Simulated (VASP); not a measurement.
# HgTe (F-43m) in VASP: notebook

Aim: see how the results for HgTe move with the level of theory and the settings. Levels: PBE-based screened hybrid with 40 % exact exchange, PBE-based screened hybrid with 75 % exact exchange. Tasks: single point.

All numbers are computed with VASP 6.6.1; they aren't measurements. Logs are shortened: lines on timing, memory, paths and dates and some standing lists are left out, and cuts for length are marked.

**1. The cell of the first run**

Symmetry: F-43m, No. 216, cubic system. Conventional cell: a = 6.578 Å, b = 6.578 Å, c = 6.578 Å, α = 90.00°, β = 90.00°, γ = 90.00°. Within 3.8 Å of Hg (site symmetry -43m) lie 4 Te at 2.85 Å. Within 3.8 Å of Te (site symmetry -43m) lie 4 Hg at 2.85 Å.

**2. Single point, PBE-based screened hybrid with 40 % exact exchange**

File POSCAR:

```
HgTe
1.0
    0.0000000000      3.2891972858      3.2891972858
    3.2891972858      0.0000000000      3.2891972858
    3.2891972858      3.2891972858      0.0000000000
Hg Te
1 1
Direct
    0.0000000000      0.0000000000      0.0000000000
    0.2500000000      0.2500000000      0.2500000000
```

File INCAR.step1:

```
SYSTEM = HgTe
ALGO     = Normal         ! electronic algorithm
EDIFF    = 1E-5           ! SCF threshold, eV
ENCUT    = 520            ! plane-wave cutoff, eV
GGA      = PE             ! functional
ISIF     = 2              ! what is computed and relaxed
ISMEAR   = -1             ! smearing method
LASPH    = .True.         ! aspherical terms in the spheres
LREAL    = .False.        ! projectors in reciprocal space
LWAVE    = .True.         ! write WAVECAR
NBANDS   = 16             ! bands
NELM     = 100            ! most SCF steps
PREC     = Accurate       ! precision mode
SIGMA    = 0.02           ! smearing width, eV
```

File INCAR.step2:

```
SYSTEM = HgTe
AEXX     = 0.4            ! exact-exchange fraction
ALGO     = Normal         ! electronic algorithm
EDIFF    = 1E-6           ! SCF threshold, eV
ENCUT    = 520            ! plane-wave cutoff, eV
GGA      = PE             ! functional
HFSCREEN = 0.1            ! screening, 1/A
ISIF     = 2              ! what is computed and relaxed
ISMEAR   = -1             ! smearing method
ISTART   = 1            
LASPH    = .True.         ! aspherical terms in the spheres
LCHARG   = .True.         ! write CHGCAR
LELF     = .True.         ! ELF
LHFCALC  = .True.         ! exact exchange
LREAL    = .False.        ! projectors in reciprocal space
LVHAR    = .True.       
LWAVE    = .False.        ! write WAVECAR
NBANDS   = 16             ! bands
NELM     = 100            ! most SCF steps
PREC     = Accurate       ! precision mode
PRECFOCK = Normal       
SIGMA    = 0.02           ! smearing width, eV
```

File KPOINTS:

```
k-points
0
Gamma
  4 4 4
  0 0 0
```

Potentials or basis: VASP PAW PBE potentials, release 64 (Hg, Te).

Started as:

```
$ cat potpaw_PBE.64/Hg/POTCAR potpaw_PBE.64/Te/POTCAR > POTCAR
$ cp INCAR.step1 INCAR
$ mpirun -np 1 vasp_std > vasp.out
$ cp INCAR.step2 INCAR
$ mpirun -np 1 vasp_std > vasp.out
```

OUTCAR:

```text
SYSTEM = HgTe
   AEXX = 0.4
   EDIFF = 1E-6
   ENCUT = 520
   GGA = PE
   HFSCREEN = 0.1
   ISIF = 2
   ISMEAR = -1
   ISTART = 1
   LASPH = .True.
   LHFCALC = .True.
   LREAL = .False.
   NELM = 100
   PREC = Accurate
   PRECFOCK = Normal

 ion  position               nearest neighbor table
   1  0.000  0.000  0.000-   2 2.85   2 2.85   2 2.85   2 2.85
   2  0.250  0.250  0.250-   1 2.85   1 2.85   1 2.85   1 2.85

  LATTYP: Found a face centered cubic cell.
 ALAT       =     6.5783945716

  Lattice vectors:

 A1 = (   0.0000000000,   3.2891972858,   3.2891972858)
 A2 = (   3.2891972858,   0.0000000000,   3.2891972858)
 A3 = (   3.2891972858,   3.2891972858,   0.0000000000)

Analysis of symmetry for initial positions (statically):
=====================================================================
 Subroutine PRICEL returns:
 Original cell was already a primitive cell.

 Routine SETGRP: Setting up the symmetry group for a
 face centered cubic supercell.

 Subroutine GETGRP returns: Found 24 space group operations
 (whereof 24 operations were pure point group operations)
 out of a pool of 48 trial point group operations.

The static configuration has the point symmetry T_d .

Analysis of symmetry for dynamics (positions and initial velocities):
=====================================================================
 Subroutine PRICEL returns:
 Original cell was already a primitive cell.

 Routine SETGRP: Setting up the symmetry group for a
 face centered cubic supercell.

 Subroutine GETGRP returns: Found 24 space group operations
 (whereof 24 operations were pure point group operations)
 out of a pool of 48 trial point group operations.

The dynamic configuration has the point symmetry T_d .

 Subroutine INISYM returns: Found 24 space group operations
 (whereof 24 operations are pure point group operations),
 and found     1 'primitive' translations

----------------------------------------------------------------------------------------

                                     Primitive cell

  volume of cell :      71.1705

  direct lattice vectors                    reciprocal lattice vectors
     0.000000000  3.289197286  3.289197286    -0.152012773  0.152012773  0.152012773
[... 73 lines left out ...]
   IBRION =     -1    ionic relax: 0-MD 1-quasi-New 2-CG
   NFREE  =      0    steps in history (QN), initial steepest desc. (CG)
   ISIF   =      2    stress and relaxation
   ISYM   =      3    0-nonsym 1-usesym 2-fastsym
   POTIM  = 0.5000    time-step for ionic-motion
   TEBEG  =    0.0;   TEEND  =   0.0 temperature during run
   PSTRESS=    0.0 pullay stress
   NELECT =      18.0000    total number of electrons
   NUPDOWN=      -1.0000    fix difference up-down
   EMIN   =  10.00;   EMAX   =-10.00  energy-range for DOS
   EFERMI =   0.00;   METHOD = LEGACY
   ISMEAR =    -1;   SIGMA  =   0.02  broadening in eV -4-tet -1-fermi 0-gaus
   EFERMI_NEDOS =   21; number of points for ismear=-14 and -15
   IALGO  =     38    algorithm
   IMIX   =      1    mixing-type and parameters
     AMIX     =   0.40;   BMIX     =  1.00
     AMIX_MAG =   1.60;   BMIX_MAG =  1.00
  volume/ion in A,a.u.               =      35.59       240.14
  Fermi-wavevector in a.u.,A,eV,Ry     =   1.035299  1.956431 14.583320  1.071844
  Thomas-Fermi vector in A             =   2.169635
   LORBIT       =      0    0 simple, 1 ext, 2 COOP (PROOUT), +10 PAW based schemes
   GGA     = PE    functional components
   LHFCALC =     T    Hartree Fock is set to
   PRECFOCK=normal    Normal, Fast or Accurate (Low or Medium for compatibility)
   ENCUT4O =  -1.0   cutoff for four orbital integrals eV
   NKREDX  =     1    reduce k-point grid by
   NKREDY  =     1    reduce k-point grid by
   NKREDZ  =     1    reduce k-point grid by
   AEXX    =    0.4000 exact exchange contribution
   HFSCREEN=    0.1000 screening length (either q_TF or 0.3 A-1)
   HFSCREENC=   0.1000 screening length for correlation (either q_TF or 0.3 A-1)
   ENCUTFOCK=  -1.0 apply spherical cutoff to Coloumb kernel
   IVDW    =     0    specifies the selected vdW correction
   LEPSILON=     F    determine dielectric tensor
   LRPA    =     F    only Hartree local field effects (RPA)
 non-spin polarized calculation
  energy-cutoff  :      520.00
  volume of cell :       71.17
 maximum number of plane-waves:      1924
 NGX is ok and might be reduce to    36
  NGX = 28; NGY = 28; NGZ = 28

 number of electron      18.0000001 magnetization

 Free energy of the ion-electron system (eV)
  ---------------------------------------------------
  ext. energy  EPLUGINS =         0.00000000
  ---------------------------------------------------
  free energy    TOTEN  =        -5.93632170 eV

  energy without entropy =       -5.93632170  energy(sigma->0) =       -5.93632170

 E-fermi :   1.9039     XC(G=0):  -5.9612

 val. band max:        1.5225182623   @ k =   0.0000   0.0000   0.0000
 cond. band min:       2.2620174932   @ k =   0.0000   0.0000   0.0000
 fundamental gap:      0.7394992309
 Fermi energy:         1.9038973665

 k-point     1 :       0.0000    0.0000    0.0000
  band No.  band energies     occupation
      1     -11.7526      2.00000
      2      -7.3824      2.00000
      3      -7.3824      2.00000
      4      -7.3824      2.00000
      5      -6.9041      2.00000
      6      -6.9041      2.00000
[... 129 lines left out ...]
      3      -7.1491      2.00000
      4      -6.9539      2.00000
      5      -6.9186      2.00000
      6      -6.2479      2.00000
[... 8 lines left out ...]
     15      14.6983      0.00000
     16      14.7378      0.00000

------------------------ aborting loop because EDIFF is reached ----------------------------------------

  FORCE on cell =-STRESS in cart. coord.  units (eV):
  Direction    XX          YY          ZZ          XY          YZ          ZX
  --------------------------------------------------------------------------------------
  -------------------------------------------------------------------------------------
  Total       -0.6212105     -0.6212105     -0.6212105      0.0000000      0.0000000     -0.0000000
  in kB      -13.9845854    -13.9845854    -13.9845854      0.0000000      0.0000000     -0.0000000
  external PRESSURE =     -13.9845854 kB  Pullay stress =       0.0000000 kB

 VOLUME and BASIS-vectors are now :
 -----------------------------------------------------------------------------
  energy-cutoff  :      520.00
  volume of cell :       71.17
      direct lattice vectors                 reciprocal lattice vectors
     0.000000000  3.289197286  3.289197286    -0.152012773  0.152012773  0.152012773
     3.289197286  0.000000000  3.289197286     0.152012773 -0.152012773  0.152012773
     3.289197286  3.289197286  0.000000000     0.152012773  0.152012773 -0.152012773

 POSITION                                       TOTAL-FORCE (eV/Angst)
 -----------------------------------------------------------------------------------
      0.00000      0.00000      0.00000         0.000000      0.000000     -0.000000
      1.64460      1.64460      1.64460        -0.000000     -0.000000      0.000000
 -----------------------------------------------------------------------------------
    total drift:                               -0.000034     -0.000023     -0.000024

  FREE ENERGIE OF THE ION-ELECTRON SYSTEM (eV)
  ---------------------------------------------------
  free  energy   TOTEN  =        -5.9363217014 eV

  energy  without entropy=       -5.9363217010  energy(sigma->0) =       -5.93632170
```

Run time: 10 min. Hardware: 1 thread of Intel Xeon Platinum 8488C (Sapphire Rapids), shared host; peak memory 0.32 GiB.

What came out:

| Property | Result |
| --- | --- |
| Free energy | -5.9363 eV |
| Pressure | -1.4 GPa |
| Band gap on the k mesh | 0.74 eV |

Caveat: the PAW data sets were made with another functional, which shifts forces and pressure a little; spin-orbit coupling is left out, which moves the levels of the heavy elements.

**3. Single point, PBE-based screened hybrid with 75 % exact exchange**

POSCAR is that of step 2.

File INCAR.step1:

```
  PREC = Accurate
  ENCUT = 520
  EDIFF = 1E-5
  ISMEAR = -1
  SIGMA = 0.02
  LREAL = False
  LASPH = True
  NELM = 100
  ALGO = Normal
  ISIF = 2
  LWAVE = True
  LCHARG = False
  NBANDS = 16
  GGA = PE
```

File INCAR.step2:

```
  PREC = Accurate
  ENCUT = 520
  EDIFF = 1E-6
  ISMEAR = -1
  SIGMA = 0.02
  LREAL = False
  LASPH = True
  NELM = 100
  ALGO = Normal
  ISIF = 2
  LWAVE = False
  LCHARG = False
  GGA = PE
  LHFCALC = True
  AEXX = 0.75
  HFSCREEN = 0.5
  PRECFOCK = Normal
  NBANDS = 16
  ISTART = 1
```

File KPOINTS:

```
regular mesh
0
Gamma
  4 4 4
```

Potentials or basis: VASP PAW PBE potentials, release 64 (Hg, Te).

Started as:

```
$ cat potpaw_PBE.64/Hg/POTCAR potpaw_PBE.64/Te/POTCAR > POTCAR
$ cp INCAR.step1 INCAR
$ mpirun -np 1 vasp_std > vasp.out
$ cp INCAR.step2 INCAR
$ mpirun -np 1 vasp_std > vasp.out
```

OUTCAR:

```text
PREC = Accurate
   ENCUT = 520
   EDIFF = 1E-6
   ISMEAR = -1
   LREAL = False
   LASPH = True
   NELM = 100
   ISIF = 2
   GGA = PE
   LHFCALC = True
   AEXX = 0.75
   HFSCREEN = 0.5
   PRECFOCK = Normal
   ISTART = 1

 ion  position               nearest neighbor table
   1  0.000  0.000  0.000-   2 2.85   2 2.85   2 2.85   2 2.85
   2  0.250  0.250  0.250-   1 2.85   1 2.85   1 2.85   1 2.85

  LATTYP: Found a face centered cubic cell.
 ALAT       =     6.5783945716

  Lattice vectors:

 A1 = (   0.0000000000,   3.2891972858,   3.2891972858)
 A2 = (   3.2891972858,   0.0000000000,   3.2891972858)
 A3 = (   3.2891972858,   3.2891972858,   0.0000000000)

Analysis of symmetry for initial positions (statically):
=====================================================================
 Subroutine PRICEL returns:
 Original cell was already a primitive cell.

 Routine SETGRP: Setting up the symmetry group for a
 face centered cubic supercell.

[... 153 lines left out ...]
  free energy    TOTEN  =        -6.06080407 eV

  energy without entropy =       -6.05942746  energy(sigma->0) =       -6.06011577

 E-fermi :   1.7823     XC(G=0):  -5.4358

 val. band max:        1.7640768984   @ k =   0.0000   0.0000   0.0000
 cond. band min:       3.3633020370   @ k =   0.5000   0.0000   0.0000
 fundamental gap:      1.5992251386
 Fermi energy:         1.7823127703

 k-point     1 :       0.0000    0.0000    0.0000
  band No.  band energies     occupation
      1     -11.6148      2.00000
      2      -7.7007      2.00000
      3      -7.7007      2.00000
      4      -7.7007      2.00000
      5      -7.2480      2.00000
      6      -7.2480      2.00000
[... 129 lines left out ...]
      3      -7.4808      2.00000
      4      -7.2934      2.00000
      5      -7.2490      2.00000
      6      -6.5186      2.00000
[... 8 lines left out ...]
     15      13.7343      0.00000
     16      14.2733      0.00000

------------------------ aborting loop because EDIFF is reached ----------------------------------------

  FORCE on cell =-STRESS in cart. coord.  units (eV):
  Direction    XX          YY          ZZ          XY          YZ          ZX
  --------------------------------------------------------------------------------------
  -------------------------------------------------------------------------------------
  Total       -0.4532323     -0.4532323     -0.4532323      0.0000000      0.0000000      0.0000000
  in kB      -10.2030880    -10.2030880    -10.2030880      0.0000000      0.0000000      0.0000000
  external PRESSURE =     -10.2030880 kB  Pullay stress =       0.0000000 kB

 VOLUME and BASIS-vectors are now :
 -----------------------------------------------------------------------------
  energy-cutoff  :      520.00
  volume of cell :       71.17
      direct lattice vectors                 reciprocal lattice vectors
     0.000000000  3.289197286  3.289197286    -0.152012773  0.152012773  0.152012773
     3.289197286  0.000000000  3.289197286     0.152012773 -0.152012773  0.152012773
     3.289197286  3.289197286  0.000000000     0.152012773  0.152012773 -0.152012773

 POSITION                                       TOTAL-FORCE (eV/Angst)
 -----------------------------------------------------------------------------------
      0.00000      0.00000      0.00000         0.000000     -0.000000      0.000000
      1.64460      1.64460      1.64460        -0.000000      0.000000     -0.000000
 -----------------------------------------------------------------------------------
    total drift:                               -0.000001     -0.000009     -0.000001

  FREE ENERGIE OF THE ION-ELECTRON SYSTEM (eV)
  ---------------------------------------------------
  free  energy   TOTEN  =        -6.0608040746 eV

  energy  without entropy=       -6.0594274579  energy(sigma->0) =       -6.06011577
```

OUTCAR.step1:

```text
PREC = Accurate
   ENCUT = 520
   EDIFF = 1E-5
   ISMEAR = -1
   LREAL = False
[... 355 lines left out ...]
      0.00000      0.00000      0.00000        -0.000000     -0.000000     -0.000000
      1.64460      1.64460      1.64460         0.000000      0.000000      0.000000
 -----------------------------------------------------------------------------------
    total drift:                               -0.000000     -0.000000     -0.000000

  FREE ENERGIE OF THE ION-ELECTRON SYSTEM (eV)
  ---------------------------------------------------
  free  energy   TOTEN  =        -3.5581101076 eV

  energy  without entropy=       -3.5569166435  energy(sigma->0) =       -3.55751338
```

Wall time 12 min (1 thread of Intel Xeon Platinum 8488C (Sapphire Rapids), shared host); peak memory 0.32 GiB.

Results:

```
Free energy            : -6.0608 eV
Pressure               : -1.0 GPa
Band gap on the k mesh : zero (filled and empty bands touch)
```

Caveat: the k points lie up to 0.41 Å⁻¹ apart; the PAW data sets were made with another functional, which shifts forces and pressure a little; spin-orbit coupling is left out, which moves the levels of the heavy elements.

The gap in the log of VASP goes by the Fermi energy; the results here count the filled bands.